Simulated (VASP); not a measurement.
Here is a VASP 6.6.1 calculation.

The input INCAR:

```
SYSTEM = Rh12O
  PREC = Accurate
  ENCUT = 520
  EDIFF = 1E-6
  ISMEAR = 0
  SIGMA = 0.1
  LREAL = .False.
  LASPH = .True.
  NELM = 60
  ALGO = Normal
  ISIF = 2
  LWAVE = .False.
  LCHARG = .True.
  LDIPOL = .True.
  IDIPOL = 3
  DIPOL = 0.5 0.5 0.317
  GGA = PE
  LVHAR = .True.
  LVACPOTAV = .True.
  NBANDS = 105
  KPAR = 2
```

Contents of KPOINTS:

```
regular mesh
0
Gamma
  5 5 1
  0 0 0
```

File POSCAR:

```
Rh12O
1.0
    5.4165863251      0.0000000000      0.0000000000
    0.0000000000      5.4165863251      0.0000000000
    0.0000000000      0.0000000000     19.1737394690
Rh O
12 1
Direct
    0.2500000000      0.2500000000      0.2086186686
    0.2500000000      0.7500000000      0.2086186686
    0.7500000000      0.2500000000      0.2086186686
    0.7500000000      0.7500000000      0.2086186686
    0.0000000000      0.0000000000      0.3044995961
    0.0000000000      0.5000000000      0.3044995961
    0.5000000000      0.0000000000      0.3044995961
    0.5000000000      0.5000000000      0.3044995961
    0.2500000000      0.2500000000      0.4002213278
    0.2500000000      0.7500000000      0.4002213278
    0.7500000000      0.2500000000      0.4002213278
    0.7500000000      0.7500000000      0.4002213278
    0.3333333333      0.5000000000      0.4677576433
```

Potentials or basis: VASP PAW PBE potentials, release 64 (Rh_pv, O).

Run with:

```bash
$ cat potpaw_PBE.64/Rh_pv/POTCAR potpaw_PBE.64/O/POTCAR > POTCAR
$ mpirun -np 2 vasp_std > vasp.out
```

(1) Estimate the largest force.

(2) What does it give for the band gap on the k mesh?

Results:

(1) 0.734 eV/Å.

(2) zero (bands 93 and 94 overlap by 0.66 eV).
